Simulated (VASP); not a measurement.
Write the native input for VASP 6.6.1 that does the following.

```
Task                   : relaxation of cell and atoms
Functional             : PBE
Potentials or basis    : VASP PAW PBE potentials, release 64 (Ti_sv, Mo_sv, S)
Cutoff                 : 600 eV
k mesh                 : 4 × 4 × 4
Occupations            : gaussian, width 0.1 eV
Spin                   : collinear spin
Starting moments       : [1.0, -1.0, 0.0, 0.0, 0.0, 0.0] μB
Dipole correction      : no
Further INCAR settings : ALGO = Normal; EDIFF = 1e-07; IBRION = 2; EDIFFG = -0.04; NSW = 90; ISIF = 3
```

The structure of TiMoS4 lies in POSCAR:

```
TiMoS4
1.0
    0.0000000000      3.8479112800      3.8479112800
    3.8479112800      0.0000000000      3.8479112800
    3.8479112800      3.8479112800      0.0000000000
Ti Mo S
1 1 4
Direct
    0.7500000000      0.7500000000      0.7500000000
    0.0000000000      0.0000000000      0.0000000000
    0.3748620500      0.3748620500      0.8754138400
    0.8754138400      0.3748620500      0.3748620500
    0.3748620500      0.3748620500      0.3748620500
    0.3748620500      0.8754138400      0.3748620500
```

The cell was built from a structure type or drawn by symmetry, and may not be a known phase.

One way to write it, as run:

INCAR

```
SYSTEM = TiMoS4
ALGO = Normal
EDIFF = 1E-7
EDIFFG = -0.04
ENCUT = 600
GGA = PE
IBRION = 2
ISIF = 3
ISMEAR = 0
ISPIN = 2
LASPH = .TRUE.
LCHARG = .FALSE.
LMAXMIX = 4
LORBIT = 11
LREAL = .FALSE.
LWAVE = .FALSE.
MAGMOM = 1 -1 0 0 0 0
NELM = 150
NSW = 90
PREC = Accurate
SIGMA = 0.1
```

KPOINTS

```
k-points
0
G
  4 4 4
  0 0 0
```

Potentials or basis: VASP PAW PBE potentials, release 64 (Ti_sv, Mo_sv, S).

Run with:

```sh
$ cat potpaw_PBE.64/Ti_sv/POTCAR potpaw_PBE.64/Mo_sv/POTCAR potpaw_PBE.64/S/POTCAR > POTCAR
$ mpirun -np 1 vasp_std > vasp.out
```

It gave:

```json
{
 "Relaxed volume": "15.22 Å³/atom",
 "Relaxed cell": "a = 5.055 Å, b = 5.055 Å, c = 5.055 Å, α = 60.00°, β = 60.00°, γ = 60.00°",
 "Space group after relaxing (to 0.1 Å)": "F-43m (No. 216)",
 "Energy gained by relaxing": "140.3 meV/atom",
 "Ionic steps": "6",
 "Pressure after relaxing": "0.2 GPa",
 "Largest force after relaxing": "0.028 eV/Å",
 "Band gap on the k mesh": "zero (filled and empty bands overlap)",
 "Net moment": "-0.01 μB per cell",
 "Valence electrons inside the program's atomic spheres": "Ti 10.07; Mo 12.14; S 3.53"
}
```

Caveat: the volume moved by over 15 % at a fixed basis, so the end points are rough.

It took 11 min on 1 thread of Intel(R) Xeon(R) Platinum 8488C (Sapphire Rapids), on a shared host, peak memory 0.45 GiB.
